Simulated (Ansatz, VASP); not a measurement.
## K3Zr2S: VASP beside Ansatz

```
K Zr S
1.0
     5.77201    0.00000    0.00000
    -2.88600    4.99871    0.00000
     0.00000    0.00000    6.60886
K Zr S
3 2 1
Direct
  0.50000 0.00000 0.50000
  0.00000 0.50000 0.50000
  0.50000 0.50000 0.50000
  0.66667 0.33333 0.00000
  0.33333 0.66667 0.00000
  0.00000 0.00000 0.00000
```

Change from the starting cell: species swapped into the CeSi2Ir3 type (P6/mmm, No. 191).

Alike in both runs: functional PBE; k mesh 3 × 3 × 4; occupations gaussian, width 0.1 eV; no spin polarisation.

Ansatz relaxed the structure, and its values are those at the end. VASP's run is a single point on that final structure, the one shown.

|  | VASP | Ansatz |
| --- | --- | --- |
| version | VASP 6.6.1 | Ansatz 0.2.0 |
| potentials or method | VASP PAW PBE potentials, release 64 (K_sv, Zr_sv, S), cutoff 520 eV | scalar-relativistic, plane waves, PAW |
| valence electrons in the cell | 57 | 57 |

|  | VASP | Ansatz | Ansatz less VASP |
| --- | --- | --- | --- |
| gap on the k mesh at the Fermi level (eV) | none | none | - |
| pressure (GPa) | 0.0 | -0.1 | -0.06 |

A gap of «none» marks a metal or a gap that the smearing closes.

The k mesh is coarse, so the values compare programs but aren't converged.
